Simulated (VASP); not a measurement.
Here is a VASP 6.6.1 calculation.

INCAR

```
SYSTEM = Sn5GeSe6
ALGO = Normal
EDIFF = 1E-6
ENCUT = 520
GGA = PE
ISIF = 2
ISMEAR = 0
LASPH = .True.
LCHARG = .False.
LREAL = .False.
LWAVE = .False.
NBANDS = 72
NELM = 60
PREC = Accurate
SIGMA = 0.1
```

KPOINTS

```
k-points
0
Gamma
  4 4 1
  0 0 0
```

File POSCAR:

```
Sn5GeSe6
1.0
    4.2651319400      0.0000000000      0.0000000000
    0.0000000000      4.2651319400      0.0000000000
    0.0000000000      0.0000000000     18.0954223000
Sn Ge Se
5 1 6
Direct
    0.0000000000      0.0000000000      0.8333333300
    0.5000000000      0.5000000000      0.0000000000
    0.0000000000      0.0000000000      0.1666666700
    0.5000000000      0.5000000000      0.3333333300
    0.5000000000      0.5000000000      0.6666666700
    0.0000000000      0.0000000000      0.5000000000
    0.0000000000      0.0000000000      0.0000000000
    0.5000000000      0.5000000000      0.1666666700
    0.0000000000      0.0000000000      0.3333333300
    0.5000000000      0.5000000000      0.5000000000
    0.0000000000      0.0000000000      0.6666666700
    0.5000000000      0.5000000000      0.8333333300
```

Potentials or basis: VASP PAW PBE potentials, release 64 (Sn_d, Ge_d, Se).

The run is started by

```sh
$ cat potpaw_PBE.64/Sn_d/POTCAR potpaw_PBE.64/Ge_d/POTCAR potpaw_PBE.64/Se/POTCAR > POTCAR
$ mpirun -np 1 vasp_std > vasp.out
```

**Question.** Estimate the band gap on the k mesh.

**Answer.** 0.32 eV.

**Question.** Estimate the largest force.

**Answer.** 0.319 eV/Å.

Forces on the atoms (eV/Å):
```
Sn   0.000  0.000 -0.033
Sn   0.000  0.000  0.000
Sn   0.000  0.000  0.033
Sn   0.000  0.000  0.147
Sn   0.000  0.000 -0.147
Ge   0.000  0.000  0.000
Se   0.000  0.000  0.000
Se   0.000  0.000 -0.048
Se   0.000  0.000  0.319
Se   0.000  0.000  0.000
Se   0.000  0.000 -0.319
Se   0.000  0.000  0.048
```

Caveat: spin-orbit coupling is left out, which moves the levels of the heavy elements; an odd mesh through Γ misses points on the zone boundary, where band edges can lie.
